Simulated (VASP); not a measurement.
Wanted: the native input for a VASP 6.6.1 run.

```yaml
Task: single point
Functional: PBE
Potentials_or_basis: VASP PAW PBE potentials, release 64 (Si, Bi_d, Te)
Cutoff: 520 eV
k_mesh: 3 × 3 × 3
Occupations: gaussian, width 0.2 eV
Spin: no spin polarisation
Dipole_correction: no
Further_INCAR_settings: ALGO = Normal; EDIFF = 1e-07; NBANDS = 42
```

The structure of SiBi2Te5 lies in POSCAR:

```
SiBi2Te5
1.0
    2.6283919160      1.5175027802     10.2120200008
   -2.6283919160      1.5175027802     10.2120200008
    0.0000000000     -3.0350055605     10.2120200008
Si Bi Te
1 2 5
Direct
    0.0000000000      0.0000000000      0.0000000000
    0.0901223241      0.0901223241      0.0901223241
    0.9098776759      0.9098776759      0.9098776759
    0.5000000000      0.5000000000      0.5000000000
    0.3526040025      0.3526040025      0.3526040025
    0.6473959975      0.6473959975      0.6473959975
    0.2164718757      0.2164718757      0.2164718757
    0.7835281243      0.7835281243      0.7835281243
```

The cell was generated, and may not be a known phase.

One way to write it, as run:

INCAR

```
SYSTEM = SiBi2Te5
PREC = Accurate
ENCUT = 520
EDIFF = 1E-7
ISMEAR = 0
SIGMA = 0.2
LREAL = .FALSE.
LASPH = .TRUE.
NELM = 60
ALGO = Normal
ISIF = 2
LWAVE = .FALSE.
LCHARG = .FALSE.
GGA = PE
NBANDS = 42
```

KPOINTS

```
regular mesh
0
G
  3 3 3
  0 0 0
```

Potentials or basis: VASP PAW PBE potentials, release 64 (Si, Bi_d, Te).

The run is started by

```sh
$ cat potpaw_PBE.64/Si/POTCAR potpaw_PBE.64/Bi_d/POTCAR potpaw_PBE.64/Te/POTCAR > POTCAR
$ mpirun -np 1 vasp_std > vasp.out
```

Results of the run:

- Pressure: -0.2 GPa
- Largest force: 0.023 eV/Å
- Band gap on the k mesh: zero (bands 32 and 33 overlap by 1.27 eV)

Caveat: the k points lie up to 0.47 Å⁻¹ apart, too coarse for converged energies and pressures of a metal; spin-orbit coupling is left out, which moves the levels of the heavy elements.

It took 10 min on 1 thread of Intel Xeon 8259CL (shared host), peak memory 0.92 GiB.
